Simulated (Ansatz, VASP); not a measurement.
**Two plane-wave programs on CdS**

```
Cd S
1.0
     0.00000    2.92927    2.92927
     2.92927    0.00000    2.92927
     2.92927    2.92927    0.00000
Cd S
1 1
Direct
  0.00000 0.00000 0.00000
  0.75000 0.75000 0.75000
```

Change from the starting cell: volume scaled by 1.02, PAW files.

Alike in both runs: task electric field gradients; functional PBE; k mesh 8 × 8 × 8; occupations fermi-dirac, width 0.01 eV; no spin polarisation.

|  | VASP | Ansatz |
| --- | --- | --- |
| version | VASP 6.6.1 | Ansatz 0.2.0 |
| potentials or method | VASP PAW PBE potentials, release 64 (Cd, S) | PAW with Ansatz's default frozen-core files, scalar-relativistic |
| plane-wave cutoff (eV) | 520 | 420 |
| valence electrons in the cell | 18 | 26 |

|  | VASP | Ansatz | Ansatz less VASP |
| --- | --- | --- | --- |
| gap on the k mesh at the Fermi level (eV) | 1.12 | 1.12 | -0.004 |
| pressure (GPa) | 2.3 | 2.0 | -0.34 |

The functional is the same, so the differences come from potentials, cutoffs and numerics. VASP's potentials hold 18 valence electrons a cell and Ansatz's 26, so a difference there can come from the potentials and not from the codes.
